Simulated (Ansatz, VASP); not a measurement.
# One calculation of Ge, two programs

INCAR

```
  PREC = Accurate
  ENCUT = 520
  EDIFF = 1E-8
  ISMEAR = -1
  SIGMA = 0.05
  LREAL = F
  LASPH = T
  NELM = 100
  ALGO = Normal
  ISIF = 2
  LWAVE = F
  LCHARG = F
  GGA = CA
  LEFG = T
  NBANDS = 21
```

The input KPOINTS:

```
Automatic mesh
0
Gamma
  10 10 10
```

Contents of POSCAR:

```
Ge
1.0
    0.0000000000      2.7721946000      2.8287700000
    2.7721946000      0.0000000000      2.8287700000
    2.7721946000      2.7721946000      0.0000000000
Ge
2
Direct
    0.5000000000      0.5000000000      0.5000000000
    0.7500000000      0.7500000000      0.7500000000
```

Input for Ansatz:

```yaml
crystal:
  lattice:
    - [0.0, 2.7721946, 2.82877]
    - [2.7721946, 0.0, 2.82877]
    - [2.7721946, 2.7721946, 0.0]
  atoms:
    - { symbol: Ge, position: [0.5, 0.5, 0.5] }
    - { symbol: Ge, position: [0.75, 0.75, 0.75] }
kpoints:
  mp_grid: { grid: [10, 10, 10] }
scf:
  occupations: { method: fermi_dirac, width: 0.05 }
hamiltonian:
  xc: lda
  pseudopotentials: { kind: paw }
output:
  forces: true
  stress: true
  eigenvalues: true
  efg: { contact_densities: true }
```

Change from the starting cell: equal xx and yy strain of -2 %, PAW files.

Alike in both runs: task electric field gradients; functional LDA; k mesh 10 × 10 × 10; occupations fermi-dirac, width 0.05 eV; no spin polarisation.

|  | VASP | Ansatz |
| --- | --- | --- |
| version | VASP 6.6.1 | Ansatz 0.2.0 |
| potentials or method | VASP PAW LDA potentials, release 64 (Ge_d) | PAW with Ansatz's default frozen-core files, scalar-relativistic |
| plane-wave cutoff (eV) | 520 | 420 |
| valence electrons in the cell | 28 | 28 |

|  | VASP | Ansatz | Ansatz less VASP |
| --- | --- | --- | --- |
| pressure (GPa) | 1.7 | 1.6 | -0.14 |
| traceless stress, the component that is largest in VASP (GPa) | -1.07 | -1.06 | +0.007 |
| size of Vzz on the site where it differs most (V/Å²) | 0.4 | 0.5 | +0.10 |

LDA's correlation is that of Perdew and Zunger in VASP and of Perdew and Wang (1992) in Ansatz.
